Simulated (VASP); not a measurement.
# Ta (P6/mmm) in VASP: single point with PBEsol

Aim: the single point of Ta with PBEsol.

Program: VASP 6.6.1. These are calculated values, not measurements. Logs are shortened: lines on timing, memory, paths and dates and some standing lists are left out, and cuts for length are marked.

## (1) The cell of the first run

The structure is hexagonal, space group P6/mmm (No. 191). The conventional cell has a = 4.480 Å, b = 4.480 Å, c = 2.539 Å, α = 90.00°, β = 90.00°, γ = 120.00°. Within 3.4 Å of Ta (site symmetry 6/mmm) lie 14 Ta at 2.54 to 2.88 Å. Ta (site symmetry -6m2) has 11 Ta at 2.54 to 2.88 Å within 3.4 Å.

This isn't the form of Ta at room conditions, which is bcc.

## (2) Single point, PBEsol

File INCAR:

```
ALGO = Normal
EDIFF = 1E-6
ENCUT = 500
GGA = PS
GGA_COMPAT = F
ISIF = 2
ISMEAR = -1
LASPH = T
LCHARG = T
LELF = T
LREAL = F
LVHAR = T
LWAVE = F
NBANDS = 26
NELM = 120
PREC = Accurate
SIGMA = 0.08
```

File KPOINTS:

```
k-points
0
Gamma
  8 8 12
```

File POSCAR:

```
Ta
1.0
    4.4798203947      0.0000000000      0.0000000000
   -2.2399101974      3.8796382662      0.0000000000
    0.0000000000      0.0000000000      2.5393266347
Ta
3
Direct
    0.0000000000      0.0000000000      0.0000000000
    0.3333333333      0.6666666667      0.5000000000
    0.6666666667      0.3333333333      0.5000000000
```

Potentials or basis: VASP PAW PBE potentials, release 64 (Ta_sv_GW).

On the command line:

```bash
$ cat potpaw_PBE.64/Ta_sv_GW/POTCAR > POTCAR
$ mpirun -np 1 vasp_std > vasp.out
```

OUTCAR:

```text
EDIFF = 1E-6
   ENCUT = 500
   GGA = PS
   ISIF = 2
   ISMEAR = -1
   LASPH = T
   LREAL = F
   NELM = 120
   PREC = Accurate

 ion  position               nearest neighbor table
   1  0.000  0.000  0.000-   2 2.88   3 2.88   2 2.88   3 2.88   3 2.88   3 2.88   2 2.88   2 2.88
                             3 2.88   3 2.88   2 2.88   2 2.88
   2  0.333  0.667  0.500-   3 2.59   3 2.59   3 2.59   1 2.88   1 2.88   1 2.88   1 2.88   1 2.88
                             1 2.88
   3  0.667  0.333  0.500-   2 2.59   2 2.59   2 2.59   1 2.88   1 2.88   1 2.88   1 2.88   1 2.88
                             1 2.88

  LATTYP: Found a hexagonal cell.
 ALAT       =     4.4798203947
 C/A-ratio  =     0.5668367057

  Lattice vectors:

 A1 = (   4.4798203947,   0.0000000000,   0.0000000000)
 A2 = (  -2.2399101974,   3.8796382662,   0.0000000000)
 A3 = (   0.0000000000,   0.0000000000,   2.5393266347)

Analysis of symmetry for initial positions (statically):
=====================================================================
 Subroutine PRICEL returns:
 Original cell was already a primitive cell.

 Routine SETGRP: Setting up the symmetry group for a
 hexagonal supercell.

 Subroutine GETGRP returns: Found 24 space group operations
 (whereof 24 operations were pure point group operations)
 out of a pool of 24 trial point group operations.

The static configuration has the point symmetry D_6h.

Analysis of symmetry for dynamics (positions and initial velocities):
=====================================================================
 Subroutine PRICEL returns:
 Original cell was already a primitive cell.

 Routine SETGRP: Setting up the symmetry group for a
 hexagonal supercell.

 Subroutine GETGRP returns: Found 24 space group operations
 (whereof 24 operations were pure point group operations)
 out of a pool of 24 trial point group operations.

The dynamic configuration has the point symmetry D_6h.

 Subroutine INISYM returns: Found 24 space group operations
 (whereof 24 operations are pure point group operations),
 and found     1 'primitive' translations

----------------------------------------------------------------------------------------

                                     Primitive cell

  volume of cell :      44.1337

  direct lattice vectors                    reciprocal lattice vectors
     4.479820395  0.000000000  0.000000000     0.223223235  0.128877995  0.000000000
    -2.239910197  3.879638266  0.000000000     0.000000000  0.257755989  0.000000000
[... 82 lines left out ...]
   LNONCOLLINEAR =      F non collinear calculations
   LSORBIT =      F    spin-orbit coupling
   LASPH  =      T    aspherical Exc in radial PAW
   ENCUT  =  500.0 eV  36.75 Ry    6.06 a.u.   8.17  8.17  4.63*2*pi/ulx,y,z
   NELM   =    120;   NELMIN=  2; NELMDL= -5     # of ELM steps
   EDIFF  = 0.1E-05   stopping-criterion for ELM
   LREAL  =      F    real-space projection
   EDIFFG = 0.1E-04   stopping-criterion for IOM
   NSW    =      0    number of steps for IOM
   IBRION =     -1    ionic relax: 0-MD 1-quasi-New 2-CG
   NFREE  =      0    steps in history (QN), initial steepest desc. (CG)
   ISIF   =      2    stress and relaxation
   ISYM   =      2    0-nonsym 1-usesym 2-fastsym
   POTIM  = 0.5000    time-step for ionic-motion
   TEBEG  =    0.0;   TEEND  =   0.0 temperature during run
   PSTRESS=    0.0 pullay stress
   NELECT =      39.0000    total number of electrons
   NUPDOWN=      -1.0000    fix difference up-down
   EMIN   =  10.00;   EMAX   =-10.00  energy-range for DOS
   EFERMI =   0.00;   METHOD = LEGACY
   ISMEAR =    -1;   SIGMA  =   0.08  broadening in eV -4-tet -1-fermi 0-gaus
   EFERMI_NEDOS =   21; number of points for ismear=-14 and -15
   IALGO  =     38    algorithm
   IMIX   =      4    mixing-type and parameters
     AMIX     =   0.40;   BMIX     =  1.00
     AMIX_MAG =   1.60;   BMIX_MAG =  1.00
  volume/ion in A,a.u.               =      14.71        99.28
  Fermi-wavevector in a.u.,A,eV,Ry     =   1.570988  2.968737 33.579228  2.468004
  Thomas-Fermi vector in A             =   2.672639
   LORBIT       =      0    0 simple, 1 ext, 2 COOP (PROOUT), +10 PAW based schemes
   GGA     = PS    functional components
   LHFCALC =     F    Hartree Fock is set to
   AEXX    =    0.0000 exact exchange contribution
   IVDW    =     0    specifies the selected vdW correction
   LEPSILON=     F    determine dielectric tensor
   LRPA    =     F    only Hartree local field effects (RPA)
 non-spin polarized calculation
  energy-cutoff  :      500.00
  volume of cell :       44.13
 maximum number of plane-waves:      1133
 NGX is ok and might be reduce to    36
   NGX = 17   NGY = 17   NGZ =  9

 number of electron      38.9999990 magnetization

 Free energy of the ion-electron system (eV)
  ---------------------------------------------------
  ext. energy  EPLUGINS =         0.00000000
  ---------------------------------------------------
  free energy    TOTEN  =       -43.01216325 eV

  energy without entropy =      -42.97397227  energy(sigma->0) =      -42.99306776

 E-fermi :  13.5669     XC(G=0): -14.3202

 val. band max:       13.5621449639   @ k =   0.2500   0.2500   0.0000
 cond. band min:      13.5848666188   @ k =   0.2500   0.2500   0.5000
 fundamental gap:      0.0227216550
 Fermi energy:        13.5669486877

 k-point     1 :       0.0000    0.0000    0.0000
  band No.  band energies     occupation
      1     -53.6270      2.00000
      2     -53.3322      2.00000
      3     -53.2641      2.00000
      4     -20.8916      2.00000
      5     -20.8916      2.00000
      6     -20.3947      2.00000
[... 685 lines left out ...]
     25      17.6591      0.00000
     26      19.0178      0.00000

 [... further k-points ...]
[... 5 lines left out ...]
  --------------------------------------------------------------------------------------
  -------------------------------------------------------------------------------------
  Total       15.6244623     15.6244623     15.6183968     -0.0000000      0.0000000     -0.0000000
  in kB      567.2118006    567.2118006    566.9916073     -0.0000000      0.0000000     -0.0000000
  external PRESSURE =     567.1384028 kB  Pullay stress =       0.0000000 kB

 VOLUME and BASIS-vectors are now :
 -----------------------------------------------------------------------------
  energy-cutoff  :      500.00
  volume of cell :       44.13
      direct lattice vectors                 reciprocal lattice vectors
     4.479820395  0.000000000  0.000000000     0.223223235  0.128877995  0.000000000
    -2.239910197  3.879638266  0.000000000     0.000000000  0.257755989  0.000000000
     0.000000000  0.000000000  2.539326635     0.000000000  0.000000000  0.393805187

 POSITION                                       TOTAL-FORCE (eV/Angst)
 -----------------------------------------------------------------------------------
      0.00000      0.00000      0.00000        -0.000000     -0.000000      0.000000
     -0.00000      2.58643      1.26966         0.000000     -0.000000      0.000000
      2.23991      1.29321      1.26966        -0.000000      0.000000      0.000000
 -----------------------------------------------------------------------------------
    total drift:                                0.000000     -0.000000     -0.000000

  FREE ENERGIE OF THE ION-ELECTRON SYSTEM (eV)
  ---------------------------------------------------
  free  energy   TOTEN  =       -43.0121632540 eV

  energy  without entropy=      -42.9739722715  energy(sigma->0) =      -42.99306776
```

stdout:

```text
POSCAR found type information on POSCAR Ta
 POSCAR found :  1 types and       3 ions
 scaLAPACK will be used
 -----------------------------------------------------------------------------
|                                                                             |
|                                                                             |
|     You enforced a specific xc type in the INCAR file but a different       |
|     I HOPE YOU KNOW WHAT YOU ARE DOING!                                     |
|                                                                             |
 -----------------------------------------------------------------------------

 LDA part: xc-table for (Slater+PW92), standard interpolation
 POSCAR, INCAR and KPOINTS ok, starting setup
 FFT: planning ... GRIDC
 FFT: planning ... GRID_SOFT
 FFT: planning ... GRID
 WAVECAR not read
 entering main loop
```

Run time: 47 s. Hardware: 1 thread of Intel Xeon Platinum 8488C (Sapphire Rapids), shared host; peak memory 0.21 GiB.

Results:

```yaml
Free_energy: -43.0122 eV
Pressure: 56.7 GPa
Band_gap_on_the_k_mesh: zero (an odd number of electrons rules out a gap without spin polarisation)
```

Levels at points of the mesh, in eV from the Fermi level:
| k point | band 18 | band 19 | band 20 | band 21 | band 22 | band 23 |
| --- | --- | --- | --- | --- | --- | --- |
| (0.00, 0.00, 0.00) | -1.48 | -1.48 | -0.94 | 1.00 | 1.00 | 3.74 |
| (0.50, 0.00, 0.00) | -2.27 | -1.46 | -0.82 | 2.04 | 2.18 | 4.08 |
| (0.00, 0.00, 0.50) | -1.69 | -0.01 | -0.01 | 1.74 | 1.74 | 5.78 |
| (0.50, 0.00, 0.50) | -1.65 | -1.00 | 0.93 | 1.35 | 1.83 | 3.16 |

Caveat: the cell stands under pressure; the PAW data sets were made with another functional, which shifts forces and pressure a little; spin-orbit coupling is left out, which moves the levels of the heavy elements.

The gap in the log of VASP goes by the Fermi energy; the results here count the filled bands.